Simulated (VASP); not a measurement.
# SrO (P1) in VASP: a series of runs, part 2 of 2

VASP 6.6.1.

### Step 4. Single point, PBEsol

INCAR

```
SYSTEM = SrO
PREC = Accurate
ENCUT = 520
EDIFF = 1E-7
ISMEAR = -1
SIGMA = 0.0689
LREAL = Auto
LASPH = .True.
NELM = 60
ALGO = Normal
ISIF = 2
LWAVE = .False.
LCHARG = .False.
GGA = PS
NBANDS = 78
```

KPOINTS

```
Automatic mesh
0
Gamma
  2 2 2
  0.5 0.5 0.5
```

POSCAR

```
SrO
1.0
   -7.1536409704      0.0000000000      0.0000000000
   -3.5768204852      6.1952348100      0.0000000000
   -3.5768204852      0.0000000000     -6.2584793785
Sr O
8 8
Direct
    0.4834262133      0.3048116912      0.7428697482
    0.4423422917      0.8427034907      0.7505861593
    0.9437878674      0.3403289891      0.7771306264
    0.9674571434      0.8397491232      0.7325181922
    0.5194994383      0.1598238050      0.2638137637
    0.5518811456      0.6609152236      0.2541134841
    0.0429348428      0.1786014629      0.2387025521
    0.0499838914      0.6720145608      0.2386825792
    0.5048672596      0.0167808006     -0.0016131714
    0.4892118386      0.5418966517      0.0093370924
   -0.0337214887      0.0033377266      0.0145906049
    0.0132764777      0.4903405752     -0.0200162040
    0.7551144323     -0.0378340785      0.5034569597
    0.7401380988      0.4859605959      0.5135306527
    0.2343032936      0.0244113427      0.4954622061
    0.2896206510      0.4808653895      0.4939212568
```

Potentials or basis: VASP PAW PBE potentials, release 64 (Sr_sv, O).

Started as:

```console
$ cat potpaw_PBE.64/Sr_sv/POTCAR potpaw_PBE.64/O/POTCAR > POTCAR
$ mpirun -np 1 vasp_std > vasp.out
```

OUTCAR:

```text
SYSTEM = SrO
   PREC = Accurate
   ENCUT = 520
   EDIFF = 1E-7
   ISMEAR = -1
   LREAL = Auto
   LASPH = .True.
   NELM = 60
   ISIF = 2
   GGA = PS

 ion  position               nearest neighbor table
   1  0.483  0.305  0.743-   9 2.40  14 2.47  16 2.52  13 2.60  12 2.64  10 2.89   4 3.38   2 3.45
                             3 3.56   3 3.62   7 3.69   7 3.69   5 3.70   2 3.72   5 3.74   6 3.77
   2  0.442  0.843  0.751-  13 2.47  10 2.48  15 2.62  14 2.66  11 2.70   9 2.72   1 3.45   4 3.47
                             3 3.52   5 3.63   8 3.64   3 3.64   4 3.68   6 3.69   7 3.70   1 3.72
   3  0.944  0.340  0.777-  12 2.36  10 2.56  11 2.57  15 2.63  14 2.66  16 2.78   2 3.52   7 3.54
[... 1504 lines left out ...]
  external PRESSURE =     -19.5819773 kB  Pullay stress =       0.0000000 kB

 VOLUME and BASIS-vectors are now :
 -----------------------------------------------------------------------------
  energy-cutoff  :      520.00
  volume of cell :      277.37
      direct lattice vectors                 reciprocal lattice vectors
    -7.153640970  0.000000000  0.000000000    -0.139788956 -0.080707191  0.079891611
    -3.576820485  6.195234810  0.000000000     0.000000000  0.161414382  0.000000000
    -3.576820485  0.000000000 -6.258479378     0.000000000  0.000000000 -0.159783222

 POSITION                                       TOTAL-FORCE (eV/Angst)
 -----------------------------------------------------------------------------------
     -7.20563      1.88838     -4.64924         0.196783      1.136381      0.299122
     -8.86327      5.22075     -4.69753        -0.337204     -0.599410     -0.056017
    -10.74847      2.10842     -4.86366         0.621270      0.101890      0.897048
    -12.54456      5.20244     -4.58445         0.142316     -0.572590     -0.384191
     -5.23159      0.99015     -1.65107        -0.975417      0.409519      0.244220
     -7.22085      4.09452     -1.59036         0.218414      0.239290      0.033212
[... 8 lines left out ...]
     -3.53562      0.15123     -3.10084         0.285913     -0.623537     -0.441963
     -5.55848      2.97907     -3.09120         0.399434      0.381581     -0.174293
 -----------------------------------------------------------------------------------
    total drift:                                0.003784      0.003286     -0.005484

  FREE ENERGIE OF THE ION-ELECTRON SYSTEM (eV)
  ---------------------------------------------------
  free  energy   TOTEN  =       -98.8673110569 eV

  energy  without entropy=      -98.8673110569  energy(sigma->0) =      -98.86731106
```

OSZICAR:

```text
N       E                     dE             d eps       ncg     rms          rms(c)
DAV:   1     0.900426661998E+03    0.90043E+03   -0.66301E+04  2496   0.157E+03
DAV:   2    -0.382918528689E+02   -0.93872E+03   -0.90687E+03  3168   0.370E+02
DAV:   3    -0.112259289913E+03   -0.73967E+02   -0.73536E+02  3192   0.939E+01
DAV:   4    -0.115908802035E+03   -0.36495E+01   -0.36412E+01  3752   0.188E+01
DAV:   5    -0.116065750702E+03   -0.15695E+00   -0.15692E+00  3304   0.307E+00    0.484E+01
DAV:   6    -0.996495083346E+02    0.16416E+02   -0.10696E+02  2840   0.291E+01    0.610E+01
DAV:   7    -0.994518735829E+02    0.19763E+00   -0.89219E+00  3112   0.931E+00    0.389E+01
DAV:   8    -0.989852599946E+02    0.46661E+00   -0.40059E+00  2784   0.678E+00    0.107E+01
DAV:   9    -0.988550389549E+02    0.13022E+00   -0.61834E-01  3104   0.289E+00    0.289E+00
DAV:  10    -0.988657715625E+02   -0.10733E-01   -0.79262E-02  3360   0.793E-01    0.106E+00
DAV:  11    -0.988671584679E+02   -0.13869E-02   -0.49326E-03  3704   0.250E-01    0.295E-01
DAV:  12    -0.988672305884E+02   -0.72121E-04   -0.16554E-03  3312   0.153E-01    0.102E-01
DAV:  13    -0.988673043997E+02   -0.73811E-04   -0.29091E-04  3216   0.575E-02    0.286E-02
DAV:  14    -0.988673111118E+02   -0.67120E-05   -0.62390E-05  2928   0.305E-02    0.317E-02
DAV:  15    -0.988673101828E+02    0.92901E-06   -0.11390E-05  3400   0.144E-02    0.219E-02
DAV:  16    -0.988673108545E+02   -0.67179E-06   -0.31627E-06  2808   0.636E-03    0.960E-03
DAV:  17    -0.988673111088E+02   -0.25427E-06   -0.53264E-07  2328   0.299E-03    0.384E-03
DAV:  18    -0.988673110569E+02    0.51881E-07   -0.11782E-07  1872   0.135E-03
   1 F= -.98867311E+02 E0= -.98867311E+02  d E =-.545194E-10
```

It took 16 min on 1 thread of Intel Xeon Platinum 8488C (Sapphire Rapids), shared host; peak memory 0.51 GiB.

Results:

```yaml
Free_energy: -98.8673 eV
Pressure: -2.0 GPa
Largest_force: 1.191 eV/Å
Band_gap_on_the_k_mesh: 3.38 eV (least direct gap 3.48 eV)
```

Forces on the atoms (eV/Å):
```
Sr   0.197  1.136  0.299
Sr  -0.337 -0.599 -0.056
Sr   0.621  0.102  0.897
Sr   0.142 -0.573 -0.384
Sr  -0.975  0.410  0.244
Sr   0.218  0.239  0.033
Sr   0.124 -0.370 -0.417
Sr   0.131 -0.294 -0.201
O    0.568 -0.372 -0.101
O    0.207 -0.413  0.226
O   -0.642  0.143  0.449
O   -0.431  0.195 -0.820
O   -0.208  0.468 -0.019
O   -0.300  0.171  0.466
O    0.286 -0.624 -0.442
O    0.399  0.382 -0.174
```

Caveat: the k points lie up to 0.57 Å⁻¹ apart; the atoms stand as in a frame of molecular dynamics; the PAW data sets were made with another functional, which shifts forces and pressure a little; a shifted mesh leaves out Γ, where band edges can lie. A k mesh can miss the band edges.

### Step 5. The runs side by side

| cell | gap on the mesh (eV) | pressure (GPa) | largest force (eV/Å) |
| --- | --- | --- | --- |
| as given, atomic positions A | 3.37 | -1.6 | 1.43 |
| as given, atomic positions B | 3.27 | -1.9 | 1.56 |
| as given, atomic positions C | 3.38 | -2.0 | 1.19 |

Alike in all rows: task single point; level PBEsol; potentials or basis VASP PAW PBE potentials, release 64 (Sr_sv, O); no spin polarisation; k mesh 2 × 2 × 2, shifted; cutoff (eV) 520; smearing fermi-dirac 0.0689 eV.

Caveats: all runs use coarse meshes; the atoms stand as in a frame of molecular dynamics; the PAW data sets were made with another functional, which shifts forces and pressure a little; a shifted mesh leaves out Γ, where band edges can lie.

Absolute energies hang on the potentials; compare differences alone.
